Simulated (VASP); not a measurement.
Write the native input for VASP 6.6.1 that does the following.

```
Task                   : relaxation of cell and atoms
Functional             : PBE
Potentials or basis    : VASP PAW PBE potentials, release 64 (Ge_d)
Cutoff                 : 600 eV
k mesh                 : 11 × 11 × 10
Occupations            : fermi-dirac, width 0.05 eV
Spin                   : no spin polarisation
Dipole correction      : no
Further INCAR settings : ALGO = Normal; EDIFF = 1e-07; IBRION = 2; EDIFFG = -0.01; NSW = 60; ISIF = 3
```

The structure of Ge lies in POSCAR:

```
Ge
1.0
    1.3971490000     -2.6005160000      0.0000000000
    1.3971490000      2.6005160000      0.0000000000
    0.0000000000      0.0000000000      2.6982310000
Ge
1
Direct
    0.5000000000      0.5000000000      0.0000000000
```

One way to write it, as run:

INCAR

```
SYSTEM = Ge
PREC = Accurate
ENCUT = 600
EDIFF = 1E-7
ISMEAR = -1
SIGMA = 0.05
LREAL = .False.
LASPH = .True.
NELM = 80
ALGO = Normal
ISIF = 3
LWAVE = .False.
LCHARG = .False.
GGA = PE
IBRION = 2
NSW = 60
EDIFFG = -0.01
```

KPOINTS

```
Automatic mesh
0
Gamma
  11 11 10
  0 0 0
```

Potentials or basis: VASP PAW PBE potentials, release 64 (Ge_d).

Run with:

```bash
$ cat potpaw_PBE.64/Ge_d/POTCAR > POTCAR
$ mpirun -np 1 vasp_std > vasp.out
```

It gave:

```yaml
Relaxed_volume: 19.41 Å³/atom
Relaxed_cell: a = 2.883 Å, b = 2.883 Å, c = 2.718 Å, α = 90.00°, β = 90.00°, γ = 120.81°
Space_group_after_relaxing_to_0.1_Å: P6/mmm (No. 191)
Energy_gained_by_relaxing: 5.3 meV/atom
Ionic_steps: 12
Pressure_after_relaxing: 0.0 GPa
Band_gap_on_the_k_mesh: zero (bands 7 and 8 overlap by 8.78 eV)
```

Run time: 5.3 min on 1 thread of Intel Xeon 8259CL, with other jobs on the host, peak memory 0.19 GiB.
